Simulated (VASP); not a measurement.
# Si (I4/mmm) in VASP: further runs, part 2 of 2

VASP 6.6.1. Earlier steps stand in the parts before.

### 3 Relaxation of cell and atoms, PBEsol

This run uses another cell than the first one, of 21.26 Å³/atom.

INCAR reads:

```
PREC     = Accurate       # precision mode
ENCUT    = 600            # plane-wave cutoff, eV
EDIFF    = 1E-6           # SCF threshold, eV
ISMEAR   = 0              # smearing method
SIGMA    = 0.01           # smearing width, eV
LREAL    = F              # projectors in reciprocal space
LASPH    = T              # aspherical terms in the spheres
NELM     = 100            # most SCF steps
ALGO     = Normal         # electronic algorithm
ISIF     = 3              # what is computed and relaxed
LWAVE    = F              # write WAVECAR
LCHARG   = F              # write CHGCAR
GGA      = PS             # functional
IBRION   = 2              # ionic algorithm
NSW      = 100            # ionic steps
EDIFFG   = -0.005         # ionic threshold
```

KPOINTS reads:

```
regular mesh
0
Gamma
  10 10 10
```

POSCAR reads:

```
Si
1.0
   -3.3254442900      3.3254442900      1.9223856600
    3.3254442900     -3.3254442900      1.9223856600
    3.3254442900      3.3254442900     -1.9223856600
Si
4
Direct
    0.1788010600      0.1788010600      0.3576021200
    0.8211989400      0.8211989400      0.6423978800
    0.1788010600      0.8211989400      0.0000000000
    0.8211989400      0.1788010600      0.0000000000
```

Potentials or basis: VASP PAW PBE potentials, release 64 (Si).

Launch:

```sh
$ cat potpaw_PBE.64/Si/POTCAR > POTCAR
$ mpirun -np 1 vasp_std > vasp.out
```

OUTCAR:

```text
PREC = Accurate
   ENCUT = 600
   EDIFF = 1E-6
   ISMEAR = 0
   LREAL = F
   LASPH = T
   NELM = 100
   ISIF = 3
   GGA = PS
   IBRION = 2
   NSW = 100
   EDIFFG = -0.005

 ion  position               nearest neighbor table
   1  0.179  0.179  0.358-   2 2.34   2 2.34   3 2.38   4 2.38
   2  0.821  0.821  0.642-   1 2.34   1 2.34   4 2.38   3 2.38
   3  0.179  0.821  0.000-   4 2.34   4 2.34   2 2.38   1 2.38
   4  0.821  0.179  0.000-   3 2.34   3 2.34   2 2.38   1 2.38

  LATTYP: Found a body centered tetragonal cell.
 ALAT       =     6.6508885800
 C/A-ratio  =     0.5780838566

  Lattice vectors:

 A1 = (  -3.3254442900,   3.3254442900,   1.9223856600)
 A2 = (   3.3254442900,  -3.3254442900,   1.9223856600)
 A3 = (   3.3254442900,   3.3254442900,  -1.9223856600)

Analysis of symmetry for initial positions (statically):
[... 307 lines left out ...]
 fundamental gap:      0.2336836234
 Fermi energy:         5.4934087607

 k-point     1 :       0.0000    0.0000    0.0000
  band No.  band energies     occupation
      1      -6.6577      2.00000
      2      -2.4009      2.00000
      3      -0.1618      2.00000
      4      -0.1618      2.00000
      5       1.6234      2.00000
      6       3.9406      2.00000
      7       3.9406      2.00000
      8       4.8682      2.00000
      9       6.8024      0.00000
     10       6.9759      0.00000
     11       6.9759      0.00000
     12       7.6838      0.00000
[... 331 lines left out ...]
 k-point    24 :       0.4000    0.3000   -0.0000
  band No.  band energies     occupation
      1      -4.9687      2.00000
      2      -3.7798      2.00000
      3      -1.6978      2.00000
      4       0.3678      2.00000
      5       1.1812      2.00000
      6       2.4191      2.00000
      7       3.3858      2.00000
      8       4.0488      2.00000
      9       6.7560      0.00000
     10       7.1436      0.00000
     11       8.4047      0.00000
     12       9.1764      0.00000

 [... further k-points ...]
[... 5 lines left out ...]
  --------------------------------------------------------------------------------------
  -------------------------------------------------------------------------------------
  Total        0.0171127      0.0171127     -0.0168248      0.0000000      0.0000000      0.0000000
  in kB        0.3232952      0.3232952     -0.3178573      0.0000000      0.0000000      0.0000000
  external PRESSURE =       0.1095777 kB  Pullay stress =       0.0000000 kB
[... 19 lines left out ...]
  FREE ENERGIE OF THE ION-ELECTRON SYSTEM (eV)
  ---------------------------------------------------
  free  energy   TOTEN  =       -22.5461453945 eV

  energy  without entropy=      -22.5461453945  energy(sigma->0) =      -22.54614539

 reached required accuracy - stopping structural energy minimisation
```

OSZICAR:

```text
N       E                     dE             d eps       ncg     rms          rms(c)
DAV:   1     0.340708189254E+02    0.34071E+02   -0.66028E+03  2448   0.121E+03
DAV:   2    -0.205224247425E+02   -0.54593E+02   -0.50177E+02  3332   0.145E+02
DAV:   3    -0.230105696912E+02   -0.24881E+01   -0.24502E+01  3248   0.308E+01
[... 19 lines left out ...]
DAV:   3    -0.225461462957E+02    0.13066E-04   -0.23082E-05  2688   0.264E-02    0.412E-03
DAV:   4    -0.225461459553E+02    0.34035E-06   -0.84488E-07  1620   0.714E-03
   3 F= -.22546146E+02 E0= -.22546146E+02  d E =-.188644E-03
       N       E                     dE             d eps       ncg     rms          rms(c)
DAV:   1    -0.225461454741E+02    0.82160E-06   -0.12553E-06  1608   0.743E-03    0.967E-04
DAV:   2    -0.225461453945E+02    0.79569E-07   -0.12567E-07  1384   0.263E-03
   4 F= -.22546145E+02 E0= -.22546145E+02  d E =-.188084E-03
```

CONTCAR:

```text
Si
   1.00000000000000
    -3.3230176356551433    3.3230176356551433    1.9200097599697270
     3.3230176356551433   -3.3230176356551433    1.9200097599697270
     3.3230176356551433    3.3230176356551433   -1.9200097599697270
  Si
     4
Direct
     0.1787669770583215    0.1787669770583215    0.3575339541166501
     0.8212330229416785    0.8212330229416785    0.6424660458833500
     0.1787669770583215    0.8212330229416785    0.0000000000000000
     0.8212330229416785    0.1787669770583215    0.0000000000000000

  0.00000000E+00  0.00000000E+00  0.00000000E+00
  0.00000000E+00  0.00000000E+00  0.00000000E+00
  0.00000000E+00  0.00000000E+00  0.00000000E+00
  0.00000000E+00  0.00000000E+00  0.00000000E+00
```

Wall time 4.3 min (1 thread of Intel Xeon 8259CL, shared host); peak memory 0.32 GiB.

Results:

```
Free energy                           : -22.5461 eV
Relaxed volume                        : 21.20 Å³/atom
Relaxed cell                          : a = 5.077 Å, b = 5.077 Å, c = 5.077 Å, α = 98.22°, β = 98.22°, γ = 135.55°
Space group after relaxing (to 0.1 Å) : I4/mmm (No. 139)
Energy gained by relaxing             : 0.0 meV/atom
Ionic steps                           : 4
Pressure after relaxing               : 0.0 GPa
Largest force after relaxing          : 0.003 eV/Å
Band gap on the k mesh                : 0.23 eV (least direct gap 0.29 eV)
```

Forces in eV/Å, atoms in the order of the input:
```
Si  -0.002 -0.002  0.000
Si   0.002  0.002  0.000
Si   0.002 -0.002  0.000
Si  -0.002  0.002  0.000
```

The path:
```tsv
step	energy change (eV)	largest force (eV/Å)	pressure (GPa)	volume (Å³)
1	0.0000	0.0108	-0.23	85.04
2	-0.0001	0.0013	0.15	84.66
3	-0.0002	0.0032	0.02	84.80
4	-0.0002	0.0035	0.01	84.81
```

Final structure:
```cif
data_structure
_symmetry_space_group_name_H-M 'P 1'
_symmetry_Int_Tables_number 1
_cell_length_a 5.0765
_cell_length_b 5.0765
_cell_length_c 5.0765
_cell_angle_alpha 98.224
_cell_angle_beta 98.224
_cell_angle_gamma 135.554
_cell_volume 84.81
loop_
_atom_site_label
_atom_site_type_symbol
_atom_site_fract_x
_atom_site_fract_y
_atom_site_fract_z
_atom_site_occupancy
Si1 Si 0.17877 0.17877 0.35753 1
Si2 Si 0.82123 0.82123 0.64247 1
Si3 Si 0.17877 0.82123 0.00000 1
Si4 Si 0.82123 0.17877 0.00000 1
```

Caveat: the PAW data sets were made with another functional, which shifts forces and pressure a little.

### 4 Single point, PBEsol

This run uses another cell than the first one: it holds 12 atoms, not 4.

INCAR reads:

```
SYSTEM = Si
  ALGO = Normal
  EDIFF = 1E-7
  ENCUT = 520
  GGA = PS
  ISIF = 2
  ISMEAR = 0
  ISYM = 0
  LASPH = .True.
  LCHARG = .False.
  LREAL = .False.
  LWAVE = .False.
  NBANDS = 36
  NELM = 100
  PREC = Accurate
  SIGMA = 0.03
```

KPOINTS reads:

```
k-points
0
Gamma
  9 7 3
  0 0 0
```

POSCAR reads:

```
Si
1.0
    0.0000000000      0.0000000000     -3.8373624245
   -3.3221878745     -3.3221878745     -1.9186812122
   -9.9665636234      9.9665636234     -1.9186812122
Si
12
Direct
    0.8453970973      0.6425391386      0.6666666667
    0.5120637640      0.6425391386      0.3333333333
    0.1787304307      0.6425391386      0.0000000000
    0.4879362360      0.3574608614      0.6666666667
    0.1546029027      0.3574608614      0.3333333333
    0.8212695693      0.3574608614      1.0000000000
    0.2737565231      0.0000000000      0.4524869538
    0.9404231898      0.0000000000      0.1191536205
    0.6070898564      0.0000000000      0.7858202871
    0.0595768102      0.0000000000      0.8808463795
    0.7262434769      0.0000000000      0.5475130462
    0.3929101436      0.0000000000      0.2141797129
```

Potentials or basis: VASP PAW PBE potentials, release 64 (Si).

Launch:

```sh
$ cat potpaw_PBE.64/Si/POTCAR > POTCAR
$ mpirun -np 1 vasp_std > vasp.out
```

OUTCAR:

```text
SYSTEM = Si
   EDIFF = 1E-7
   ENCUT = 520
   GGA = PS
   ISIF = 2
   ISMEAR = 0
   ISYM = 0
   LASPH = .True.
   LREAL = .False.
   NELM = 100
   PREC = Accurate

 ion  position               nearest neighbor table
   1  0.845  0.643  0.667-   4 2.34   4 2.34   9 2.38  11 2.38
   2  0.512  0.643  0.333-   5 2.34   5 2.34  12 2.38   7 2.38
   3  0.179  0.643  0.000-   6 2.34   6 2.34   8 2.38  10 2.38
   4  0.488  0.357  0.667-   1 2.34   1 2.34   9 2.38  11 2.38
   5  0.155  0.357  0.333-   2 2.34   2 2.34  12 2.38   7 2.38
   6  0.821  0.357  0.000-   3 2.34   3 2.34  10 2.38   8 2.38
[... 1152 lines left out ...]
  energy-cutoff  :      520.00
  volume of cell :      254.12
      direct lattice vectors                 reciprocal lattice vectors
     0.000000000  0.000000000 -3.837362425     0.100335486  0.050167743 -0.260595662
    -3.322187874 -3.322187874 -1.918681212    -0.150503228 -0.150503228  0.000000000
    -9.966563623  9.966563623 -1.918681212    -0.050167743  0.050167743  0.000000000

 POSITION                                       TOTAL-FORCE (eV/Angst)
 -----------------------------------------------------------------------------------
     -8.77901      4.50974     -5.75604         0.002585      0.002576     -0.000013
     -5.45682      1.18755     -3.83736         0.002586      0.002576     -0.000014
     -2.13464     -2.13464     -1.91868         0.002585      0.002575     -0.000013
     -7.83193      5.45682     -3.83736        -0.002586     -0.002576      0.000013
     -4.50974      2.13464     -1.91868        -0.002586     -0.002577      0.000014
     -1.18755     -1.18755     -3.83736        -0.002585     -0.002576      0.000013
     -4.50974      4.50974     -1.91868        -0.002516      0.002521      0.000065
     -1.18755      1.18755     -3.83736        -0.002516      0.002522      0.000066
     -7.83193      7.83193     -3.83736        -0.002516      0.002523      0.000065
     -8.77901      8.77901     -1.91868         0.002516     -0.002522     -0.000064
     -5.45682      5.45682     -3.83736         0.002515     -0.002521     -0.000065
     -2.13464      2.13464     -1.91868         0.002515     -0.002521     -0.000066
 -----------------------------------------------------------------------------------
    total drift:                               -0.000001      0.000000     -0.000001

  FREE ENERGIE OF THE ION-ELECTRON SYSTEM (eV)
  ---------------------------------------------------
  free  energy   TOTEN  =       -67.6373411540 eV

  energy  without entropy=      -67.6373411540  energy(sigma->0) =      -67.63734115
```

stdout:

```text
POSCAR found type information on POSCAR Si
 POSCAR found :  1 types and      12 ions
 scaLAPACK will be used
 -----------------------------------------------------------------------------
|                                                                             |
|                                                                             |
[... 21 lines left out ...]
|     Results are often still useful ...                                      |
|                                                                             |
 -----------------------------------------------------------------------------

 POSCAR, INCAR and KPOINTS ok, starting setup
 FFT: planning ... GRIDC
 FFT: planning ... GRID_SOFT
 FFT: planning ... GRID
 WAVECAR not read
 entering main loop
```

Wall time 25 min (1 thread of Oxide Virtual Turin-like, shared host); peak memory 0.69 GiB.

Results:

* Free energy: -67.6373 eV
* Pressure: 0.1 GPa
* Largest force: 0.004 eV/Å
* Band gap on the k mesh: 0.35 eV

Forces on the atoms (eV/Å):
```
Si   0.003  0.003  0.000
Si   0.003  0.003  0.000
Si   0.003  0.003  0.000
Si  -0.003 -0.003  0.000
Si  -0.003 -0.003  0.000
Si  -0.003 -0.003  0.000
Si  -0.003  0.003  0.000
Si  -0.003  0.003  0.000
Si  -0.003  0.003  0.000
Si   0.003 -0.003  0.000
Si   0.003 -0.003  0.000
Si   0.003 -0.003  0.000
```

Caveat: the PAW data sets were made with another functional, which shifts forces and pressure a little; an odd mesh through Γ misses points on the zone boundary, where band edges can lie.

### 5 Overview

```tsv
task	cell	k mesh	cutoff (eV)	smearing	gap on the mesh (eV)	pressure (GPa)
single point	a = 5.075 Å, angles 98.2, 98.2, 135.6°, 4 atoms, atomic positions A	10 × 10 × 10	520	gaussian 0.01 eV	0.23	0.1
relaxation of cell and atoms	relaxed from a = 5.081 Å, angles 98.2, 98.2, 135.5°, 4 atoms, atomic positions A	10 × 10 × 10	600	gaussian 0.01 eV	0.23	0.0
single point	a = 3.837, b = 5.075, c = 14.225 Å, angles 87.1, 82.2, 67.8°, 12 atoms, atomic positions B	9 × 7 × 3	520	gaussian 0.03 eV	0.35	0.1
```

Alike in all rows: level PBEsol; potentials or basis VASP PAW PBE potentials, release 64 (Si); no spin polarisation.

Caveats: the PAW data sets were made with another functional, which shifts forces and pressure a little; an odd mesh through Γ misses points on the zone boundary, where band edges can lie (at least some runs).

Absolute energies hang on the potentials; compare differences alone.
